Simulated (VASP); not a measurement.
A run of VASP 6.6.1 is set up as follows.

POSCAR

```
Hf
1.0
    0.0000000000      2.1814328702      2.1814328702
    2.1814328702      0.0000000000      2.1814328702
    2.1814328702      2.1814328702      0.0000000000
Hf
1
Direct
    0.0000000000      0.0000000000      0.0000000000
```

INCAR.step1

```
SYSTEM = Hf
  PREC = Accurate
  ENCUT = 520
  ISMEAR = -1
  SIGMA = 0.1
  LREAL = .FALSE.
  LASPH = .TRUE.
  NELM = 80
  NBANDS = 11
  GGA = PE
  ALGO = Normal
  EDIFF = 1E-4
  LWAVE = .TRUE.
  LCHARG = .FALSE.
```

File INCAR.step2:

```
SYSTEM = Hf
  PREC = Accurate
  ENCUT = 520
  EDIFF = 1E-6
  ISMEAR = -1
  SIGMA = 0.1
  LREAL = .FALSE.
  LASPH = .TRUE.
  NELM = 80
  ALGO = Normal
  ISIF = 2
  LWAVE = .FALSE.
  LCHARG = .TRUE.
  METAGGA = R2SCAN
  LMIXTAU = .TRUE.
  LELF = .TRUE.
  LVHAR = .TRUE.
  NBANDS = 11
  ISTART = 1
```

KPOINTS

```
regular mesh
0
G
  13 13 13
  0 0 0
```

Potentials or basis: VASP PAW PBE potentials, release 64 (Hf_pv).

Run with:

```sh
$ cat potpaw_PBE.64/Hf_pv/POTCAR > POTCAR
$ cp INCAR.step1 INCAR
$ mpirun -np 1 vasp_std > vasp.out
$ cp INCAR.step2 INCAR
$ mpirun -np 1 vasp_std > vasp.out
```

Problem. What does it give for the pressure?

Solution. 8.7 GPa.

Problem. Predict the band gap on the k mesh.

Solution. Zero (band 5 reaches 6.78 eV, above the bottom of band 6 at 4.51 eV).

Caveat: the PAW data sets were made with another functional, which shifts forces and pressure a little; spin-orbit coupling is left out, which moves the levels of the heavy elements.
